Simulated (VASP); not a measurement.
# Ru (P6_3/mmc) in VASP: a series of runs

The runs below take Ru through single point, relaxation of cell and atoms, with PBEsol.

Program: VASP 6.6.1. These are calculated values, not measurements. Logs are shortened: lines on timing, memory, paths and dates and some standing lists are left out, and cuts for length are marked.

## Step 1: The cell of the first run

It takes space group P6_3/mmc (No. 194, hexagonal). The conventional cell has a = 2.690 Å, b = 2.690 Å, c = 4.252 Å, α = 90.00°, β = 90.00°, γ = 120.00°. Within 3.5 Å of Ru (site symmetry -6m2) lie 12 Ru at 2.63 to 2.69 Å.

## Step 2: Single point, PBEsol

INCAR reads:

```
SYSTEM = Ru
PREC     = Accurate       ! precision mode
ENCUT    = 520            ! plane-wave cutoff, eV
EDIFF    = 1E-6           ! SCF threshold, eV
ISMEAR   = 0              ! smearing method
SIGMA    = 0.1            ! smearing width, eV
LREAL    = .False.        ! projectors in reciprocal space
LASPH    = .True.         ! aspherical terms in the spheres
NELM     = 60             ! most SCF steps
ALGO     = Fast           ! electronic algorithm
ISIF     = 2              ! what is computed and relaxed
LWAVE    = .False.        ! write WAVECAR
LCHARG   = .False.        ! write CHGCAR
GGA      = PS             ! functional
NBANDS   = 21             ! bands
```

KPOINTS reads:

```
regular mesh
0
Gamma
  18 18 10
  0 0 0
```

POSCAR reads:

```
Ru
1.0
    2.6895287929      0.0000000000      0.0000000000
   -1.3447643965      2.3292002589      0.0000000000
    0.0000000000      0.0000000000      4.2520528534
Ru
2
Direct
    0.3333333333      0.6666666667      0.2500000000
    0.6666666667      0.3333333333      0.7500000000
```

Potentials or basis: VASP PAW PBE potentials, release 64 (Ru_pv).

On the command line:

```bash
$ cat potpaw_PBE.64/Ru_pv/POTCAR > POTCAR
$ mpirun -np 1 vasp_std > vasp.out
```

OUTCAR:

```text
SYSTEM = Ru
   PREC = Accurate
   ENCUT = 520
   EDIFF = 1E-6
   ISMEAR = 0
   LREAL = .False.
   LASPH = .True.
   NELM = 60
   ISIF = 2
   GGA = PS

 ion  position               nearest neighbor table
   1  0.333  0.667  0.250-   2 2.63   2 2.63   2 2.63   2 2.63   2 2.63   2 2.63
   2  0.667  0.333  0.750-   1 2.63   1 2.63   1 2.63   1 2.63   1 2.63   1 2.63

  LATTYP: Found a hexagonal cell.
 ALAT       =     2.6895287929
 C/A-ratio  =     1.5809657307

  Lattice vectors:

 A1 = (   2.6895287929,   0.0000000000,   0.0000000000)
 A2 = (  -1.3447643965,   2.3292002589,   0.0000000000)
 A3 = (   0.0000000000,   0.0000000000,   4.2520528534)

Analysis of symmetry for initial positions (statically):
=====================================================================
 Subroutine PRICEL returns:
 Original cell was already a primitive cell.

 Routine SETGRP: Setting up the symmetry group for a
 hexagonal supercell.

 Subroutine GETGRP returns: Found 24 space group operations
 (whereof 12 operations were pure point group operations)
 out of a pool of 24 trial point group operations.

The static configuration has the point symmetry D_3d.
 The point group associated with its full space group is D_6h.

Analysis of symmetry for dynamics (positions and initial velocities):
=====================================================================
 Subroutine PRICEL returns:
 Original cell was already a primitive cell.

 Routine SETGRP: Setting up the symmetry group for a
 hexagonal supercell.

 Subroutine GETGRP returns: Found 24 space group operations
 (whereof 12 operations were pure point group operations)
 out of a pool of 24 trial point group operations.

The dynamic configuration has the point symmetry D_3d.
 The point group associated with its full space group is D_6h.

 Subroutine INISYM returns: Found 24 space group operations
 (whereof 12 operations are pure point group operations),
 and found     1 'primitive' translations

----------------------------------------------------------------------------------------

                                     Primitive cell

  volume of cell :      26.6368

  direct lattice vectors                    reciprocal lattice vectors
     2.689528793  0.000000000  0.000000000     0.371812342  0.214665956  0.000000000
    -1.344764397  2.329200259  0.000000000     0.000000000  0.429331912  0.000000000
     0.000000000  0.000000000  4.252052853     0.000000000  0.000000000  0.235180520

  length of vectors
     2.689528793  2.689528793  4.252052853     0.429331912  0.429331912  0.235180520

  position of ions in fractional coordinates (direct lattice)
     0.333333333  0.666666667  0.250000000
     0.666666667  0.333333333  0.750000000
[... 79 lines left out ...]
   EDIFFG = 0.1E-04   stopping-criterion for IOM
   NSW    =      0    number of steps for IOM
   IBRION =     -1    ionic relax: 0-MD 1-quasi-New 2-CG
   NFREE  =      0    steps in history (QN), initial steepest desc. (CG)
   ISIF   =      2    stress and relaxation
   ISYM   =      2    0-nonsym 1-usesym 2-fastsym
   POTIM  = 0.5000    time-step for ionic-motion
   TEBEG  =    0.0;   TEEND  =   0.0 temperature during run
   PSTRESS=    0.0 pullay stress
   NELECT =      28.0000    total number of electrons
   NUPDOWN=      -1.0000    fix difference up-down
   EMIN   =  10.00;   EMAX   =-10.00  energy-range for DOS
   EFERMI =   0.00;   METHOD = LEGACY
   ISMEAR =     0;   SIGMA  =   0.10  broadening in eV -4-tet -1-fermi 0-gaus
   EFERMI_NEDOS =   21; number of points for ismear=-14 and -15
   IALGO  =     68    algorithm
   IMIX   =      4    mixing-type and parameters
     AMIX     =   0.40;   BMIX     =  1.00
     AMIX_MAG =   1.60;   BMIX_MAG =  1.00
  volume/ion in A,a.u.               =      13.32        89.88
  Fermi-wavevector in a.u.,A,eV,Ry     =   1.664563  3.145568 37.698622  2.770771
  Thomas-Fermi vector in A             =   2.751085
   LORBIT       =      0    0 simple, 1 ext, 2 COOP (PROOUT), +10 PAW based schemes
   GGA     = PS    functional components
   LHFCALC =     F    Hartree Fock is set to
   AEXX    =    0.0000 exact exchange contribution
   IVDW    =     0    specifies the selected vdW correction
   LEPSILON=     F    determine dielectric tensor
   LRPA    =     F    only Hartree local field effects (RPA)
 non-spin polarized calculation
 RMM-DIIS sequential band-by-band and
 Gauss-broadening in eV      SIGMA  =   0.10
  energy-cutoff  :      520.00
  volume of cell :       26.64
 maximum number of plane-waves:       738
 NGX is ok and might be reduce to    20
   NGX =  9   NGY =  9   NGZ = 15

 number of electron      27.9999997 magnetization

 Free energy of the ion-electron system (eV)
  ---------------------------------------------------
  ext. energy  EPLUGINS =         0.00000000
  ---------------------------------------------------
  free energy    TOTEN  =       -20.34508804 eV

  energy without entropy =      -20.33623508  energy(sigma->0) =      -20.34066156

 E-fermi :  13.0474     XC(G=0): -14.3997

 val. band max:       13.0473281526   @ k =   0.1667   0.1111   0.3000
 cond. band min:      13.0490028882   @ k =   0.4444   0.1111   0.5000
 fundamental gap:      0.0016747356
 Fermi energy:        13.0473601821

 k-point     1 :       0.0000    0.0000    0.0000
  band No.  band energies     occupation
      1     -30.6233      2.00000
      2     -29.6218      2.00000
      3     -29.6218      2.00000
      4     -29.4393      2.00000
      5     -29.4393      2.00000
      6     -29.3954      2.00000
[... 565 lines left out ...]
     20      25.1662      0.00000
     21      25.3529      0.00000

 [... further k-points ...]

------------------------ aborting loop because EDIFF is reached ----------------------------------------

  FORCE on cell =-STRESS in cart. coord.  units (eV):
  Direction    XX          YY          ZZ          XY          YZ          ZX
  --------------------------------------------------------------------------------------
  -------------------------------------------------------------------------------------
  Total       -0.0112208     -0.0112208     -0.0070210      0.0000000     -0.0000000     -0.0000000
  in kB       -0.6749182     -0.6749182     -0.4223074      0.0000000     -0.0000000     -0.0000000
  external PRESSURE =      -0.5907146 kB  Pullay stress =       0.0000000 kB

 VOLUME and BASIS-vectors are now :
 -----------------------------------------------------------------------------
  energy-cutoff  :      520.00
  volume of cell :       26.64
      direct lattice vectors                 reciprocal lattice vectors
     2.689528793  0.000000000  0.000000000     0.371812342  0.214665956  0.000000000
    -1.344764397  2.329200259  0.000000000     0.000000000  0.429331912  0.000000000
     0.000000000  0.000000000  4.252052853     0.000000000  0.000000000  0.235180520

 POSITION                                       TOTAL-FORCE (eV/Angst)
 -----------------------------------------------------------------------------------
     -0.00000      1.55280      1.06301        -0.000000      0.000000      0.000000
      1.34476      0.77640      3.18904         0.000000      0.000000      0.000000
 -----------------------------------------------------------------------------------
    total drift:                               -0.000000      0.000000     -0.000000

  FREE ENERGIE OF THE ION-ELECTRON SYSTEM (eV)
  ---------------------------------------------------
  free  energy   TOTEN  =       -20.3450880384 eV

  energy  without entropy=      -20.3362350798  energy(sigma->0) =      -20.34066156
```

stdout:

```text
POSCAR found type information on POSCAR Ru
 POSCAR found :  1 types and       2 ions
 scaLAPACK will be used
 -----------------------------------------------------------------------------
|                                                                             |
|                                                                             |
|     You enforced a specific xc type in the INCAR file but a different       |
|     I HOPE YOU KNOW WHAT YOU ARE DOING!                                     |
|                                                                             |
 -----------------------------------------------------------------------------

 LDA part: xc-table for (Slater+PW92), standard interpolation
 POSCAR, INCAR and KPOINTS ok, starting setup
 FFT: planning ... GRIDC
 FFT: planning ... GRID_SOFT
 FFT: planning ... GRID
 WAVECAR not read
 entering main loop
WARNING in EDDRMM: call to ZHEGV failed, returncode =   8  4     20
```

It took 2.6 min on 1 thread of Intel Xeon 8259CL, shared host; peak memory 0.21 GiB.

Results:

```yaml
Free_energy: -20.3451 eV
Pressure: -0.1 GPa
Band_gap_on_the_k_mesh: zero (bands 14 and 15 overlap by 3.22 eV)
```

Levels at points of the mesh, in eV from the Fermi level:
```csv
k point,band 10,band 11,band 12,band 13,band 14,band 15,band 16,band 17,band 18,band 19
"(0.00, 0.00, 0.00)",-2.68,-2.48,-1.97,-1.97,-1.43,-1.43,1.24,1.24,1.27,10.23
"(0.50, 0.00, 0.00)",-3.11,-2.13,-1.86,-1.56,1.49,1.93,2.01,4.17,6.24,11.20
"(0.00, 0.00, 0.50)",-2.85,-2.85,-2.85,-2.79,-2.79,0.58,0.58,0.58,0.58,10.27
"(0.50, 0.00, 0.50)",-4.66,-1.09,-1.09,0.45,0.45,1.76,1.76,3.45,3.45,10.25
```

Caveat: the PAW data sets were made with another functional, which shifts forces and pressure a little.

## Step 3: Relaxation of cell and atoms, PBEsol

This run uses another cell than the first one, of 13.85 Å³/atom.

INCAR reads:

```
SYSTEM = Ru
PREC = Accurate
ENCUT = 600
EDIFF = 1E-6
ISMEAR = 0
SIGMA = 0.1
LREAL = .FALSE.
LASPH = .TRUE.
NELM = 100
ALGO = Normal
ISIF = 3
LWAVE = .FALSE.
LCHARG = .FALSE.
GGA = PS
IBRION = 2
NSW = 80
EDIFFG = -0.05
```

KPOINTS reads:

```
regular mesh
0
G
  12 12 6
  0 0 0
```

POSCAR reads:

```
Ru
1.0
    2.7234704832      0.0000000000      0.0000000000
   -1.3617352416      2.3585946249      0.0000000000
    0.0000000000      0.0000000000      4.3108796116
Ru
2
Direct
    0.3333333333      0.6666666667      0.2500000000
    0.6666666667      0.3333333333      0.7500000000
```

Potentials or basis: VASP PAW PBE potentials, release 64 (Ru_pv).

On the command line:

```bash
$ cat potpaw_PBE.64/Ru_pv/POTCAR > POTCAR
$ mpirun -np 1 vasp_std > vasp.out
```

It took 2.7 min on 1 thread of Intel Xeon 8259CL, shared host; peak memory 0.19 GiB.

The run converged. Its results:

```yaml
Free_energy: -20.3529 eV
Relaxed_volume: 13.32 Å³/atom
Relaxed_cell: a = 2.689 Å, b = 2.689 Å, c = 4.253 Å, α = 90.00°, β = 90.00°, γ = 120.00°
Space_group_after_relaxing_to_0.1_Å: P6_3/mmc (No. 194)
Energy_gained_by_relaxing: 21.7 meV/atom
Ionic_steps: 4
Pressure_after_relaxing: -0.1 GPa
Band_gap_on_the_k_mesh: zero (bands 14 and 15 overlap by 3.26 eV)
```

Stress tensor (GPa, compression positive):
```
-0.26  0.00  0.00
 0.00 -0.26  0.00
 0.00  0.00  0.20
```

Step by step:
```csv
step,energy change (eV),largest force (eV/Å),pressure (GPa),volume (Å³)
1,0.0000,0.0000,-12.50,27.69
2,0.4361,0.0000,56.75,23.58
3,-0.0433,0.0000,-0.69,26.68
4,-0.0434,0.0000,-0.11,26.63
```

Final structure:
```
CELL_PARAMETERS angstrom
2.68893 0.00000 0.00000
-1.34447 2.32869 0.00000
0.00000 0.00000 4.25322
ATOMIC_POSITIONS crystal
Ru 0.33333 0.66667 0.25000
Ru 0.66667 0.33333 0.75000
```

Levels at points of the mesh, in eV from the Fermi level:
```csv
k point,band 10,band 11,band 12,band 13,band 14,band 15,band 16,band 17,band 18
"(0.00, 0.00, 0.00)",-2.66,-2.46,-1.95,-1.95,-1.40,-1.40,1.27,1.27,1.30
"(0.50, 0.00, 0.00)",-3.08,-2.10,-1.83,-1.53,1.51,1.95,2.04,4.20,6.27
"(0.00, 0.00, 0.50)",-2.82,-2.82,-2.82,-2.77,-2.77,0.61,0.61,0.61,0.61
"(0.50, 0.00, 0.50)",-4.64,-1.06,-1.06,0.48,0.48,1.78,1.78,3.47,3.47
```

Caveat: the PAW data sets were made with another functional, which shifts forces and pressure a little.
